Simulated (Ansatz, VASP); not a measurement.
## BaTiO3 in VASP and in Ansatz

```
Ba Ti O
1.0
     4.07980    0.00000    0.00000
     0.00000    4.07980    0.00000
     0.00000    0.00000    4.01800
Ba Ti O
1 1 3
Direct
  0.00000 0.00000 0.00000
  0.50000 0.50000 0.50000
  0.50000 0.50000 0.00000
  0.50000 0.00000 0.50000
  0.00000 0.50000 0.50000
```

Change from the starting cell: equal xx and yy strain of +2 %.

Alike in both runs: task single point; functional PBE; k mesh 7 × 7 × 7; occupations fermi-dirac, width 0.03 eV; no spin polarisation.

|  | VASP | Ansatz |
| --- | --- | --- |
| version | VASP 6.6.1 | Ansatz 0.2.0 |
| potentials or method | VASP PAW PBE potentials, release 64 (Ba_sv, Ti_sv, O), cutoff 520 eV | all-electron LAPW, scalar-relativistic |

|  | VASP | Ansatz | Ansatz less VASP |
| --- | --- | --- | --- |
| gap on the k mesh at the Fermi level (eV) | 1.70 | 1.75 | +0.056 |
| pressure (GPa) | -2.9 | -4.4 | -1.50 |
| traceless stress, the component that is largest in VASP (GPa) | 1.67 | 1.61 | -0.062 |

Ansatz ran all-electron here, and VASP with PAW potentials.

Spin-orbit coupling is off throughout.
